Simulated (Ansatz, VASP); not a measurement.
**One calculation of GaP, two programs**

```
CELL_PARAMETERS angstrom
0.00000 2.77917 2.77917
2.77917 0.00000 2.77917
2.77917 2.77917 0.00000
ATOMIC_POSITIONS crystal
Ga 0.00000 0.00000 0.00000
P 0.25000 0.25000 0.25000
```

Alike in both runs: functional r2SCAN; k mesh 10 × 10 × 10; occupations fermi-dirac, width 0.02 eV; no spin polarisation.

Ansatz relaxed the structure, and its values are those at the end. VASP's run is a single point on that final structure, the one shown.

```csv
,VASP,Ansatz
version,VASP 6.6.1,Ansatz 0.2.0
potentials or method,"VASP PAW PBE potentials, release 64 (Ga_d, P), cutoff 520 eV",PAW plane waves
valence electrons in the cell,18,18
```

```tsv
	VASP	Ansatz	Ansatz less VASP
gap on the k mesh at the Fermi level (eV)	1.83	1.85	+0.020
pressure (GPa)	-4.6	-4.5	+0.08
```

VASP's potentials were made for PBE, not for r2SCAN. With one functional, cell and mesh, what is left measures potentials, basis and numerics. Ansatz's warnings: stress scf threshold loose.
